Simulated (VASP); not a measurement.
# CdHgP (P4/mmm) in VASP: single point with PBE

Aim: the single point of CdHgP with PBE.

All numbers are computed with VASP 6.6.1; they aren't measurements. Logs are shortened: lines on timing, memory, paths and dates and some standing lists are left out, and cuts for length are marked.

## 1. The cell of the first run

The structure is tetragonal, space group P4/mmm (No. 123). The conventional cell has a = 3.817 Å, b = 3.817 Å, c = 5.307 Å, α = 90.00°, β = 90.00°, γ = 90.00°. Within 3.5 Å of Cd (site symmetry 4/mmm) lie 2 P at 2.65 Å. Within 3.6 Å of Hg (site symmetry 4/mmm) lie 4 P at 2.70 Å. P (site symmetry 4/mmm) has 2 Cd at 2.65 Å and 4 Hg at 2.70 Å within 3.5 Å.

The cell was generated, and may not be a known phase.

## 2. Single point, PBE

The input, INCAR:

```
PREC = Accurate ; ENCUT = 520
EDIFF = 1E-7 ; ISMEAR = 0
SIGMA = 0.1 ; LREAL = F
LASPH = T ; NELM = 100
ALGO = Normal ; ISIF = 2
LWAVE = F ; LCHARG = T
GGA = PE ; LELF = T
LVHAR = T ; NBANDS = 22
```

The input, KPOINTS:

```
Automatic mesh
0
Gamma
  12 12 10
```

The input, POSCAR:

```
CdHgP
1.0
    3.8165808914      0.0000000000      0.0000000000
    0.0000000000      3.8165808914      0.0000000000
    0.0000000000      0.0000000000      5.3065118935
Cd Hg P
1 1 1
Direct
    0.5000000000      0.5000000000      0.5000000000
    0.0000000000      0.0000000000      0.0000000000
    0.5000000000      0.5000000000      0.0000000000
```

Potentials or basis: VASP PAW PBE potentials, release 64 (Cd, Hg, P).

Command:

```bash
cat potpaw_PBE.64/Cd/POTCAR potpaw_PBE.64/Hg/POTCAR potpaw_PBE.64/P/POTCAR > POTCAR
mpirun -np 1 vasp_std > vasp.out
```

OUTCAR:

```text
PREC = Accurate
   ENCUT = 520
   EDIFF = 1E-7
   ISMEAR = 0
   LREAL = F
   LASPH = T
   NELM = 100
   ISIF = 2
   GGA = PE

 ion  position               nearest neighbor table
   1  0.500  0.500  0.500-   3 2.65   3 2.65   2 3.78   2 3.78   2 3.78   2 3.78   2 3.78   2 3.78
                             2 3.78   2 3.78
   2  0.000  0.000  0.000-   3 2.70   3 2.70   3 2.70   3 2.70   1 3.78   1 3.78   1 3.78   1 3.78
                             1 3.78   1 3.78   1 3.78   1 3.78
   3  0.500  0.500  0.000-   1 2.65   1 2.65   2 2.70   2 2.70   2 2.70   2 2.70

  LATTYP: Found a simple tetragonal cell.
 ALAT       =     3.8165808914
 C/A-ratio  =     1.3903837085

  Lattice vectors:

 A1 = (   3.8165808914,   0.0000000000,   0.0000000000)
 A2 = (   0.0000000000,   3.8165808914,   0.0000000000)
 A3 = (   0.0000000000,   0.0000000000,   5.3065118935)

Analysis of symmetry for initial positions (statically):
=====================================================================
 Subroutine PRICEL returns:
 Original cell was already a primitive cell.

 Routine SETGRP: Setting up the symmetry group for a
 simple tetragonal supercell.

 Subroutine GETGRP returns: Found 16 space group operations
 (whereof 16 operations were pure point group operations)
 out of a pool of 16 trial point group operations.

The static configuration has the point symmetry D_4h.

Analysis of symmetry for dynamics (positions and initial velocities):
=====================================================================
 Subroutine PRICEL returns:
 Original cell was already a primitive cell.

 Routine SETGRP: Setting up the symmetry group for a
 simple tetragonal supercell.

 Subroutine GETGRP returns: Found 16 space group operations
 (whereof 16 operations were pure point group operations)
 out of a pool of 16 trial point group operations.

The dynamic configuration has the point symmetry D_4h.

 Subroutine INISYM returns: Found 16 space group operations
 (whereof 16 operations are pure point group operations),
 and found     1 'primitive' translations

----------------------------------------------------------------------------------------

                                     Primitive cell

  volume of cell :      77.2962

  direct lattice vectors                    reciprocal lattice vectors
     3.816580891  0.000000000  0.000000000     0.262014622  0.000000000  0.000000000
     0.000000000  3.816580891  0.000000000     0.000000000  0.262014622  0.000000000
     0.000000000  0.000000000  5.306511893     0.000000000  0.000000000  0.188447707

  length of vectors
     3.816580891  3.816580891  5.306511893     0.262014622  0.262014622  0.188447707

  position of ions in fractional coordinates (direct lattice)
     0.500000000  0.500000000  0.500000000
     0.000000000  0.000000000  0.000000000
     0.500000000  0.500000000  0.000000000

  ion indices of the primitive-cell ions
   primitive index   ion index
                 1           1
                 2           2
                 3           3

----------------------------------------------------------------------------------------

 KPOINTS: Automatic mesh

Automatic generation of k-mesh.
 Grid dimensions read from file:
 generate k-points for:   12   12   10

 Generating k-lattice:

  Cartesian coordinates                     Fractional coordinates (reciprocal lattice)
     0.021834552  0.000000000  0.000000000     0.083333333  0.000000000  0.000000000
     0.000000000  0.021834552  0.000000000     0.000000000  0.083333333  0.000000000
     0.000000000  0.000000000  0.018844771     0.000000000  0.000000000  0.100000000

  Length of vectors
     0.021834552  0.021834552  0.018844771

  Shift w.r.t. Gamma in fractional coordinates (k-lattice)
     0.000000000  0.000000000  0.000000000

 Subroutine IBZKPT returns following result:
 ===========================================

 Found    168 irreducible k-points:

 Following reciprocal coordinates:
            Coordinates               Weight
  0.000000  0.000000  0.000000      1.000000
  0.083333  0.000000  0.000000      4.000000
  0.166667  0.000000  0.000000      4.000000
  0.250000  0.000000  0.000000      4.000000
  0.333333  0.000000  0.000000      4.000000
  0.416667  0.000000  0.000000      4.000000
[... 16 lines left out ...]
  0.333333  0.333333  0.000000      4.000000
  0.416667  0.333333  0.000000      8.000000
 [... further k-points ...]
   k-points           NKPTS =    168   k-points in BZ     NKDIM =    168   number of bands    NBANDS=     22
   number of dos      NEDOS =    301   number of ions     NIONS =      3
   total plane-waves  NPLWV =  31360
   dimension x,y,z NGX =    28 NGY =   28 NGZ =   40
   dimension x,y,z NGXF=    56 NGYF=   56 NGZF=   80
   ions per type =               1   1   1
   NGX,Y,Z   is equivalent  to a cutoff of  12.20, 12.20, 12.53 a.u.
   NGXF,Y,Z  is equivalent  to a cutoff of  24.39, 24.39, 25.06 a.u.
 SYSTEM =  unknown system
   PREC   = accura    normal or accurate (medium, high low for compatibility)
   ISTART =      0    job   : 0-new  1-cont  2-samecut
   ICHARG =      2    charge: 1-file 2-atom 10-const
   ISPIN  =      1    spin polarized calculation?
   LNONCOLLINEAR =      F non collinear calculations
   LSORBIT =      F    spin-orbit coupling
   LASPH  =      T    aspherical Exc in radial PAW
   ENCUT  =  520.0 eV  38.22 Ry    6.18 a.u.   7.10  7.10  9.87*2*pi/ulx,y,z
   NELM   =    100;   NELMIN=  2; NELMDL= -5     # of ELM steps
   EDIFF  = 0.1E-06   stopping-criterion for ELM
   LREAL  =      F    real-space projection
   EDIFFG = 0.1E-05   stopping-criterion for IOM
   NSW    =      0    number of steps for IOM
   IBRION =     -1    ionic relax: 0-MD 1-quasi-New 2-CG
   NFREE  =      0    steps in history (QN), initial steepest desc. (CG)
   ISIF   =      2    stress and relaxation
   ISYM   =      2    0-nonsym 1-usesym 2-fastsym
   POTIM  = 0.5000    time-step for ionic-motion
   TEBEG  =    0.0;   TEEND  =   0.0 temperature during run
   PSTRESS=    0.0 pullay stress
   NELECT =      29.0000    total number of electrons
   NUPDOWN=      -1.0000    fix difference up-down
   EMIN   =  10.00;   EMAX   =-10.00  energy-range for DOS
   EFERMI =   0.00;   METHOD = LEGACY
   ISMEAR =     0;   SIGMA  =   0.10  broadening in eV -4-tet -1-fermi 0-gaus
   EFERMI_NEDOS =   21; number of points for ismear=-14 and -15
   IALGO  =     38    algorithm
   IMIX   =      4    mixing-type and parameters
     AMIX     =   0.40;   BMIX     =  1.00
     AMIX_MAG =   1.60;   BMIX_MAG =  1.00
  volume/ion in A,a.u.               =      25.77       173.87
  Fermi-wavevector in a.u.,A,eV,Ry     =   1.180741  2.231278 18.968567  1.394150
  Thomas-Fermi vector in A             =   2.317028
   LORBIT       =      0    0 simple, 1 ext, 2 COOP (PROOUT), +10 PAW based schemes
   GGA     = PE    functional components
   LHFCALC =     F    Hartree Fock is set to
   AEXX    =    0.0000 exact exchange contribution
   IVDW    =     0    specifies the selected vdW correction
   LEPSILON=     F    determine dielectric tensor
   LRPA    =     F    only Hartree local field effects (RPA)
 non-spin polarized calculation
 Gauss-broadening in eV      SIGMA  =   0.10
  energy-cutoff  :      520.00
  volume of cell :       77.30
 maximum number of plane-waves:      2096
   NGX = 15   NGY = 15   NGZ = 19

 number of electron      28.9999994 magnetization

 Free energy of the ion-electron system (eV)
  ---------------------------------------------------
  ext. energy  EPLUGINS =         0.00000000
  ---------------------------------------------------
  free energy    TOTEN  =        -5.39819502 eV

  energy without entropy =       -5.39206604  energy(sigma->0) =       -5.39513053

 E-fermi :   2.6941     XC(G=0):  -9.5933

 val. band max:        2.6826636784   @ k =   0.4167   0.1667   0.3000
 cond. band min:       2.7160849401   @ k =   0.0833   0.0000   0.3000
 fundamental gap:      0.0334212617
 Fermi energy:         2.6940878881

 k-point     1 :       0.0000    0.0000    0.0000
  band No.  band energies     occupation
      1      -9.4240      2.00000
      2      -6.1306      2.00000
      3      -5.9666      2.00000
      4      -5.9666      2.00000
      5      -5.9482      2.00000
      6      -5.8950      2.00000
[... 14 lines left out ...]
     21      12.2961      0.00000
     22      12.2961      0.00000

 k-point     2 :       0.0833    0.0000    0.0000
  band No.  band energies     occupation
      1      -9.3695      2.00000
      2      -6.1213      2.00000
      3      -5.9724      2.00000
      4      -5.9648      2.00000
      5      -5.9370      2.00000
      6      -5.8993      2.00000
[... 14 lines left out ...]
     21      11.8827      0.00000
     22      12.2983      0.00000

 k-point     3 :       0.1667    0.0000    0.0000
  band No.  band energies     occupation
      1      -9.2119      2.00000
      2      -6.0979      2.00000
      3      -5.9883      2.00000
      4      -5.9599      2.00000
      5      -5.9111      2.00000
      6      -5.9022      2.00000
[... 14 lines left out ...]
     21      11.5442      0.00000
     22      11.8310      0.00000

 k-point     4 :       0.2500    0.0000    0.0000
  band No.  band energies     occupation
      1      -8.9718      2.00000
      2      -6.0702      2.00000
      3      -6.0098      2.00000
      4      -5.9532      2.00000
      5      -5.9271      2.00000
      6      -5.8409      2.00000
[... 14 lines left out ...]
     21      10.7665      0.00000
     22      11.5186      0.00000

 k-point     5 :       0.3333    0.0000    0.0000
  band No.  band energies     occupation
      1      -8.6920      2.00000
      2      -6.0459      2.00000
      3      -6.0311      2.00000
      4      -5.9464      2.00000
      5      -5.9429      2.00000
      6      -5.7492      2.00000
[... 14 lines left out ...]
     21      10.7362      0.00000
     22      11.7082      0.00000

 k-point     6 :       0.4167    0.0000    0.0000
  band No.  band energies     occupation
      1      -8.4501      2.00000
      2      -6.0466      2.00000
      3      -6.0288      2.00000
      4      -5.9544      2.00000
      5      -5.9414      2.00000
      6      -5.6148      2.00000
[... 14 lines left out ...]
     21      11.0373      0.00000
     22      11.9705      0.00000

 k-point     7 :       0.5000    0.0000    0.0000
  band No.  band energies     occupation
      1      -8.3504      2.00000
      2      -6.0523      2.00000
      3      -6.0224      2.00000
      4      -5.9586      2.00000
      5      -5.9396      2.00000
      6      -5.4724      2.00000
[... 324 lines left out ...]
      6      -5.6908      2.00000
[... 14 lines left out ...]
     21       9.7543      0.00000
     22      11.4614      0.00000

 k-point    21 :       0.4167    0.2500    0.0000
  band No.  band energies     occupation
      1      -8.5180      2.00000
      2      -6.0578      2.00000
      3      -6.0200      2.00000
      4      -6.0119      2.00000
      5      -5.9208      2.00000
      6      -5.6667      2.00000
[... 14 lines left out ...]
     21      10.2015      0.00000
     22      11.4728      0.00000

 k-point    22 :       0.5000    0.2500    0.0000
  band No.  band energies     occupation
      1      -8.4855      2.00000
      2      -6.0643      2.00000
      3      -6.0262      2.00000
      4      -6.0128      2.00000
      5      -5.9133      2.00000
      6      -5.6600      2.00000
[... 14 lines left out ...]
     21      10.3806      0.00000
     22      11.1885      0.00000

 k-point    23 :       0.3333    0.3333    0.0000
  band No.  band energies     occupation
      1      -8.5742      2.00000
      2      -6.0483      2.00000
      3      -6.0350      2.00000
      4      -6.0308      2.00000
      5      -5.8987      2.00000
      6      -5.6900      2.00000
[... 14 lines left out ...]
     21      10.8439      0.00000
     22      11.6157      0.00000

 k-point    24 :       0.4167    0.3333    0.0000
  band No.  band energies     occupation
      1      -8.5538      2.00000
      2      -6.0638      2.00000
      3      -6.0507      2.00000
      4      -6.0441      2.00000
      5      -5.8700      2.00000
      6      -5.6906      2.00000
[... 14 lines left out ...]
     21      10.5321      0.00000
     22      10.7794      0.00000

 [... further k-points ...]
[... 5 lines left out ...]
  --------------------------------------------------------------------------------------
  -------------------------------------------------------------------------------------
  Total        0.1466204      0.1466204      0.1152229      0.0000000      0.0000000      0.0000000
  in kB        3.0391137      3.0391137      2.3883130      0.0000000      0.0000000      0.0000000
  external PRESSURE =       2.8221802 kB  Pullay stress =       0.0000000 kB

 VOLUME and BASIS-vectors are now :
 -----------------------------------------------------------------------------
  energy-cutoff  :      520.00
  volume of cell :       77.30
      direct lattice vectors                 reciprocal lattice vectors
     3.816580891  0.000000000  0.000000000     0.262014622  0.000000000  0.000000000
     0.000000000  3.816580891  0.000000000     0.000000000  0.262014622  0.000000000
     0.000000000  0.000000000  5.306511893     0.000000000  0.000000000  0.188447707

 POSITION                                       TOTAL-FORCE (eV/Angst)
 -----------------------------------------------------------------------------------
      1.90829      1.90829      2.65326         0.000000      0.000000      0.000000
      0.00000      0.00000      0.00000         0.000000      0.000000      0.000000
      1.90829      1.90829      0.00000         0.000000      0.000000      0.000000
 -----------------------------------------------------------------------------------
    total drift:                                0.000000      0.000000      0.000000

  FREE ENERGIE OF THE ION-ELECTRON SYSTEM (eV)
  ---------------------------------------------------
  free  energy   TOTEN  =        -5.3981950180 eV

  energy  without entropy=       -5.3920660403  energy(sigma->0) =       -5.39513053
```

It took 74 s on 1 thread of Intel Xeon 6975P-C (Granite Rapids), shared host; peak memory 0.41 GiB.

Results:

```yaml
Free_energy: -5.3982 eV
Pressure: 0.3 GPa
Band_gap_on_the_k_mesh: zero (an odd number of electrons rules out a gap without spin polarisation)
```

Caveat: spin-orbit coupling is left out, which moves the levels of the heavy elements.

The gap in the log of VASP goes by the Fermi energy; the results here count the filled bands.